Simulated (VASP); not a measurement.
# GaSb (m.bA) (F-43m) in VASP: density of states with PBE

Aim: the density of states of GaSb (m.bA) with PBE.

Program: VASP 6.6.1. These are calculated values, not measurements. Logs are shortened: lines on timing, memory, paths and dates and some standing lists are left out, and cuts for length are marked.

## 1. The cell of the first run

The structure is cubic, space group F-43m (No. 216). The conventional cell has a = 6.214 Å, b = 6.214 Å, c = 6.214 Å, α = 90.00°, β = 90.00°, γ = 90.00°. Ga (site symmetry -43m) has 4 Sb at 2.69 Å within 3.5 Å. Within 3.5 Å of Sb (site symmetry -43m) lie 4 Ga at 2.69 Å.

## 2. Density of states, PBE

Input file POSCAR:

```
GaSb
1.0
    0.0000000000      3.1071657089      3.1071657089
    3.1071657089      0.0000000000      3.1071657089
    3.1071657089      3.1071657089      0.0000000000
Ga Sb
1 1
Direct
    0.0000000000      0.0000000000      0.0000000000
    0.2500000000      0.2500000000      0.2500000000
```

Input file INCAR.step1:

```
SYSTEM = GaSb
PREC = Accurate
ENCUT = 400
EDIFF = 1E-6
ISMEAR = 0
SIGMA = 0.1
LREAL = .False.
LASPH = .True.
NELM = 120
ALGO = Normal
ISIF = 2
LWAVE = .False.
LCHARG = .True.
GGA = PE
NBANDS = 16
GGA_COMPAT = .False.
NEDOS = 2001
LORBIT = 11
```

Input file KPOINTS.step1:

```
regular mesh
0
Gamma
  12 12 12
  0 0 0
```

Input file INCAR.step2:

```
SYSTEM = GaSb
PREC = Accurate
ENCUT = 400
EDIFF = 1E-6
ISMEAR = -5
SIGMA = 0.1
LREAL = .False.
LASPH = .True.
NELM = 120
ALGO = Normal
ISIF = 2
LWAVE = .False.
LCHARG = .False.
GGA = PE
LORBIT = 10
NEDOS = 2001
ICHARG = 11
GGA_COMPAT = .False.
```

Input file KPOINTS.step2:

```
regular mesh
0
Gamma
  18 18 18
  0 0 0
```

Potentials or basis: VASP PAW PBE potentials, release 64 (Ga_d, Sb).

On the command line:

```bash
cat potpaw_PBE.64/Ga_d/POTCAR potpaw_PBE.64/Sb/POTCAR > POTCAR
cp INCAR.step1 INCAR
cp KPOINTS.step1 KPOINTS
mpirun -np 1 vasp_std > vasp.out
cp INCAR.step2 INCAR
cp KPOINTS.step2 KPOINTS
mpirun -np 1 vasp_std > vasp.out
```

OUTCAR:

```text
SYSTEM = GaSb
   PREC = Accurate
   ENCUT = 400
   EDIFF = 1E-6
   ISMEAR = -5
   LREAL = .False.
   LASPH = .True.
   NELM = 120
   ISIF = 2
   GGA = PE
   LORBIT = 10
   ICHARG = 11

 ion  position               nearest neighbor table
   1  0.000  0.000  0.000-   2 2.69   2 2.69   2 2.69   2 2.69
   2  0.250  0.250  0.250-   1 2.69   1 2.69   1 2.69   1 2.69

  LATTYP: Found a face centered cubic cell.
 ALAT       =     6.2143314178

  Lattice vectors:

 A1 = (   0.0000000000,   3.1071657089,   3.1071657089)
 A2 = (   3.1071657089,   0.0000000000,   3.1071657089)
 A3 = (   3.1071657089,   3.1071657089,   0.0000000000)

Analysis of symmetry for initial positions (statically):
=====================================================================
 Subroutine PRICEL returns:
 Original cell was already a primitive cell.

 Routine SETGRP: Setting up the symmetry group for a
 face centered cubic supercell.

 Subroutine GETGRP returns: Found 24 space group operations
 (whereof 24 operations were pure point group operations)
 out of a pool of 48 trial point group operations.

The static configuration has the point symmetry T_d .

Analysis of symmetry for dynamics (positions and initial velocities):
=====================================================================
 Subroutine PRICEL returns:
 Original cell was already a primitive cell.

 Routine SETGRP: Setting up the symmetry group for a
 face centered cubic supercell.

 Subroutine GETGRP returns: Found 24 space group operations
 (whereof 24 operations were pure point group operations)
 out of a pool of 48 trial point group operations.

The dynamic configuration has the point symmetry T_d .

 Subroutine INISYM returns: Found 24 space group operations
 (whereof 24 operations are pure point group operations),
 and found     1 'primitive' translations

----------------------------------------------------------------------------------------

                                     Primitive cell

  volume of cell :      59.9961

  direct lattice vectors                    reciprocal lattice vectors
     0.000000000  3.107165709  3.107165709    -0.160918357  0.160918357  0.160918357
     3.107165709  0.000000000  3.107165709     0.160918357 -0.160918357  0.160918357
     3.107165709  3.107165709  0.000000000     0.160918357  0.160918357 -0.160918357

  length of vectors
     4.394195886  4.394195886  4.394195886     0.278718770  0.278718770  0.278718770

  position of ions in fractional coordinates (direct lattice)
     0.000000000  0.000000000  0.000000000
     0.250000000  0.250000000  0.250000000

  ion indices of the primitive-cell ions
   primitive index   ion index
                 1           1
[... 97 lines left out ...]
  Fermi-wavevector in a.u.,A,eV,Ry     =   1.095951  2.071048 16.342083  1.201109
  Thomas-Fermi vector in A             =   2.232284
   LORBIT       =     10    0 simple, 1 ext, 2 COOP (PROOUT), +10 PAW based schemes
   GGA     = PE    functional components
   LHFCALC =     F    Hartree Fock is set to
   AEXX    =    0.0000 exact exchange contribution
   IVDW    =     0    specifies the selected vdW correction
   LEPSILON=     F    determine dielectric tensor
   LRPA    =     F    only Hartree local field effects (RPA)
 non-spin polarized calculation
 Fermi weights with tetrahedron method with Bloechl corrections
  energy-cutoff  :      400.00
  volume of cell :       60.00
 maximum number of plane-waves:      1113
 NGX is ok and might be reduce to    30

 number of electron      18.0000017 magnetization

 Free energy of the ion-electron system (eV)
  ---------------------------------------------------
  ext. energy  EPLUGINS =         0.00000000
  ---------------------------------------------------
  free energy    TOTEN  =        -7.37178329 eV

  energy without entropy =       -7.37178329  energy(sigma->0) =       -7.37178329

 E-fermi :   4.4030     XC(G=0):  -8.8862

 val. band max:        4.4022392432   @ k =   0.0000   0.0000   0.0000
 cond. band min:       4.4022395892   @ k =   0.0000   0.0000   0.0000
 fundamental gap:      0.0000003460
 Fermi energy:         4.4030213781

 k-point     1 :       0.0000    0.0000    0.0000
  band No.  band energies     occupation
      1     -10.5441      2.00000
      2     -10.5440      2.00000
      3     -10.5440      2.00000
      4     -10.5003      2.00000
      5     -10.5003      2.00000
      6      -6.7588      2.00000
      7       4.1098      2.00000
      8       4.4022      2.00000
      9       4.4022      2.00000
     10       4.4022      0.00000
     11       7.1890      0.00000
     12       7.1890      0.00000
     13       7.1890      0.00000
[... 354 lines left out ...]
  band No.  band energies     occupation
      1     -10.5555      2.00000
      2     -10.5396      2.00000
      3     -10.5386      2.00000
      4     -10.5013      2.00000
      5     -10.5004      2.00000
      6      -6.1946      2.00000
      7       0.5532      2.00000
      8       3.3519      2.00000
      9       3.8972      2.00000
     10       5.3976      0.00000
     11       7.8524      0.00000
     12       8.0837      0.00000
     13       9.2726      0.00000

 [... further k-points ...]

------------------------ aborting loop because EDIFF is reached ----------------------------------------

  FORCE on cell =-STRESS in cart. coord.  units (eV):
  Direction    XX          YY          ZZ          XY          YZ          ZX
  --------------------------------------------------------------------------------------
  -------------------------------------------------------------------------------------
  Total       -0.0728546     -0.0728546     -0.0728546      0.0000000      0.0000000      0.0000000
  in kB       -1.9455597     -1.9455597     -1.9455597      0.0000000      0.0000000      0.0000000
  external PRESSURE =      -1.9455597 kB  Pullay stress =       0.0000000 kB

 VOLUME and BASIS-vectors are now :
 -----------------------------------------------------------------------------
  energy-cutoff  :      400.00
  volume of cell :       60.00
      direct lattice vectors                 reciprocal lattice vectors
     0.000000000  3.107165709  3.107165709    -0.160918357  0.160918357  0.160918357
     3.107165709  0.000000000  3.107165709     0.160918357 -0.160918357  0.160918357
     3.107165709  3.107165709  0.000000000     0.160918357  0.160918357 -0.160918357

 POSITION                                       TOTAL-FORCE (eV/Angst)
 -----------------------------------------------------------------------------------
      0.00000      0.00000      0.00000         0.000000     -0.000000      0.000000
      1.55358      1.55358      1.55358        -0.000000      0.000000     -0.000000
 -----------------------------------------------------------------------------------
    total drift:                               -0.000000     -0.000000     -0.000000

  FREE ENERGIE OF THE ION-ELECTRON SYSTEM (eV)
  ---------------------------------------------------
  free  energy   TOTEN  =        -7.3717832905 eV

  energy  without entropy=       -7.3717832905  energy(sigma->0) =       -7.37178329

 total charge

# of ion       s       p       d       tot
------------------------------------------
    1        0.913   0.722   9.957  11.592
    2        1.135   1.310   0.025   2.470
--------------------------------------------------
tot          2.047   2.032   9.982  14.062
```

Wall time 81 s (1 thread of Intel Xeon Platinum 8375C at 2.90GHz (Ice Lake), shared host); peak memory 0.25 GiB.

What came out:

```yaml
Valence_electrons_inside_the_program's_atomic_spheres: Ga 11.59; Sb 2.47
```

Caveat: spin-orbit coupling is left out, which moves the levels of the heavy elements; tetrahedron occupations give inexact forces and stress in metals.
